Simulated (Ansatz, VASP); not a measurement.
# One calculation of In, two programs

```
In
1.0
     6.00800    0.00000    0.00000
     0.00000    6.00800    0.00000
     0.00000    0.00000    6.00800
In
8
Direct
  0.00000 0.00000 0.00000
  0.50000 0.50000 0.50000
  0.25000 0.00000 0.50000
  0.75000 0.00000 0.50000
  0.50000 0.25000 0.00000
  0.50000 0.75000 0.00000
  0.00000 0.50000 0.25000
  0.00000 0.50000 0.75000
```

Alike in both runs: functional r2SCAN; k mesh 5 × 5 × 5; occupations fermi-dirac, width 0.1 eV; no spin polarisation.

Ansatz relaxed the structure, and its values are those at the end. VASP's run is a single point on that final structure, the one shown.

|  | VASP | Ansatz |
| --- | --- | --- |
| version | VASP 6.6.1 | Ansatz 0.2.0 |
| potentials or method | VASP PAW PBE potentials, release 64 (In_d), cutoff 520 eV | plane waves (500 eV) with PAW, scalar-relativistic |
| valence electrons in the cell | 104 | 104 |

```csv
,VASP,Ansatz,Ansatz less VASP
pressure (GPa),0.0,0.0,-0.02
```

VASP's potentials were made for PBE, not for r2SCAN. The functional is the same, so the differences come from potentials, cutoffs and numerics.
